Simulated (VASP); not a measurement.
Here is a VASP 6.6.1 calculation.

INCAR

```
ALGO     = Normal         # electronic algorithm
EDIFF    = 1E-6           # SCF threshold, eV
ENCUT    = 500            # plane-wave cutoff, eV
GGA      = PS             # functional
GGA_COMPAT= F            
ISIF     = 2              # what is computed and relaxed
ISMEAR   = 0              # smearing method
LASPH    = T              # aspherical terms in the spheres
LCHARG   = T              # write CHGCAR
LELF     = T              # ELF
LREAL    = F              # projectors in reciprocal space
LVHAR    = T            
LWAVE    = F              # write WAVECAR
NBANDS   = 11             # bands
NELM     = 120            # most SCF steps
PREC     = Accurate       # precision mode
SIGMA    = 0.1            # smearing width, eV
```

File KPOINTS:

```
k-points
0
Gamma
  18 18 18
```

The input POSCAR:

```
Pd
1.0
    0.0000000000      1.9840508370      1.9840508370
    1.9840508370      0.0000000000      1.9840508370
    1.9840508370      1.9840508370      0.0000000000
Pd
1
Direct
    0.0000000000      0.0000000000      0.0000000000
```

Potentials or basis: VASP PAW PBE potentials, release 64 (Pd).

Launch:

```console
$ cat potpaw_PBE.64/Pd/POTCAR > POTCAR
$ mpirun -np 1 vasp_std > vasp.out
```

(1) Estimate the band gap on the k mesh.

(2) Predict the pressure.

Answers

(1) zero (band 5 reaches 8.94 eV, above the bottom of band 6 at 7.51 eV).

(2) -12.2 GPa.

Caveat: the cell differs from its parent crystal (strained); the PAW data sets were made with another functional, which shifts forces and pressure a little.
